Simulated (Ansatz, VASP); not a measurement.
## Two plane-wave programs on Au

```
Au
1.0
    -1.55580    1.55580    1.67863
     1.55580   -1.55580    1.67863
     1.55580    1.55580   -1.67863
Au
1
Cartesian
  0.0000 0.0000 0.0000
```

Change from the starting cell: strain -0.050 along x and y, +0.025 along z, atoms carried along.

Alike in both runs: task single point; functional r2SCAN; k mesh 26 × 26 × 26; occupations gaussian, width 0.15 eV; no spin polarisation.

|  | VASP | Ansatz |
| --- | --- | --- |
| version | VASP 6.6.1 | Ansatz 0.2.0 |
| potentials or method | VASP PAW PBE potentials, release 64 (Au), cutoff 520 eV | scalar-relativistic, plane waves, PAW |
| valence electrons in the cell | 11 | 19 |

```csv
,VASP,Ansatz,Ansatz less VASP
gap on the k mesh at the Fermi level (eV),none,none,-
pressure (GPa),15.7,15.2,-0.48
"traceless stress, the component that is largest in VASP (GPa)",0.53,0.51,-0.022
```

VASP's potentials were made for PBE, not for r2SCAN. A gap of «none» marks a metal or a gap that the smearing closes. The functional is the same, so the differences come from potentials, cutoffs and numerics. VASP's potentials hold 11 valence electrons a cell and Ansatz's 19, so a difference there can come from the potentials and not from the codes.

Neither program's run includes spin-orbit coupling.
